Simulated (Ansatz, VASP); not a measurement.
# Two plane-wave programs on CO2

Contents of INCAR:

```
PREC     = Accurate       # precision mode
ENCUT    = 520            # plane-wave cutoff, eV
EDIFF    = 1E-7           # SCF threshold, eV
ISMEAR   = 0              # smearing method
SIGMA    = 0.05           # smearing width, eV
LREAL    = False          # projectors in reciprocal space
LASPH    = True           # aspherical terms in the spheres
NELM     = 100            # most SCF steps
ALGO     = Normal         # electronic algorithm
ISIF     = 2              # what is computed and relaxed
LWAVE    = False          # write WAVECAR
LCHARG   = True           # write CHGCAR
GGA      = PE             # functional
LELF     = True           # ELF
LVHAR    = True         
NBANDS   = 44             # bands
```

File KPOINTS:

```
regular mesh
0
Gamma
  4 4 4
```

POSCAR

```
CO2
1.0
    6.0577362522      0.0000000000     -0.2271651095
    0.0000000000      6.0577362522      0.0000000000
   -0.2271651095      0.0000000000      6.2394683398
C O
4 8
Direct
    0.0000000000      0.0000000000      0.0000000000
    0.5000000000      0.0000000000      0.5000000000
    0.5000000000      0.5000000000      0.0000000000
    0.0000000000      0.5000000000      0.5000000000
    0.1114834447      0.1114834447      0.1114834447
    0.3885165553      0.8885165553      0.6114834447
    0.6114834447      0.3885165553      0.8885165553
    0.8885165553      0.6114834447      0.3885165553
    0.8885165553      0.8885165553      0.8885165553
    0.6114834447      0.1114834447      0.3885165553
    0.3885165553      0.6114834447      0.1114834447
    0.1114834447      0.3885165553      0.6114834447
```

Input for Ansatz:

```yaml
crystal:
  lattice:
    - [6.0577362522, 0.0, -0.2271651095]
    - [0.0, 6.0577362522, 0.0]
    - [-0.2271651095, 0.0, 6.2394683398]
  atoms:
    - { symbol: C, position: [0.0, 0.0, 0.0] }
    - { symbol: C, position: [0.5, 0.0, 0.5] }
    - { symbol: C, position: [0.5, 0.5, 0.0] }
    - { symbol: C, position: [0.0, 0.5, 0.5] }
    - { symbol: O, position: [0.1114834447, 0.1114834447, 0.1114834447] }
    - { symbol: O, position: [0.3885165553, 0.8885165553, 0.6114834447] }
    - { symbol: O, position: [0.6114834447, 0.3885165553, 0.8885165553] }
    - { symbol: O, position: [0.8885165553, 0.6114834447, 0.3885165553] }
    - { symbol: O, position: [0.8885165553, 0.8885165553, 0.8885165553] }
    - { symbol: O, position: [0.6114834447, 0.1114834447, 0.3885165553] }
    - { symbol: O, position: [0.3885165553, 0.6114834447, 0.1114834447] }
    - { symbol: O, position: [0.1114834447, 0.3885165553, 0.6114834447] }
basis:
  ecutwfc: 520.0
kpoints:
  mp_grid: { grid: [4, 4, 4] }
hamiltonian:
  xc: pbe
scf:
  occupations: { method: gaussian, width: 0.05 }
output:
  forces: true
  stress: true
  eigenvalues: true
```

Change from the starting cell: engineering shear strain xz -0.0750, normal strain along z +0.0300.

Alike in both runs: task single point; functional PBE; k mesh 4 × 4 × 4; occupations gaussian, width 0.05 eV; no spin polarisation.

|  | VASP | Ansatz |
| --- | --- | --- |
| version | VASP 6.6.1 | Ansatz 0.2.0 |
| potentials or method | VASP PAW PBE potentials, release 64 (C, O), cutoff 520 eV | scalar-relativistic, plane waves, PAW |
| valence electrons in the cell | 64 | 64 |

```tsv
	VASP	Ansatz	Ansatz less VASP
gap on the k mesh at the Fermi level (eV)	6.47	6.49	+0.017
least direct gap on the mesh (eV)	6.47	6.49	+0.017
pressure (GPa)	-1.0	-2.1	-1.11
traceless stress, the component that is largest in VASP (GPa)	6.63	6.42	-0.207
rms of the force components (eV/Å)	1.376	1.375	-0.0004
```

Atom by atom the forces differ by 0.290 eV/Å (rms over components). The functional is the same, so the differences come from potentials, cutoffs and numerics.

Noted on VASP's run: the standard files for N, O and F lose accuracy on very short bonds.
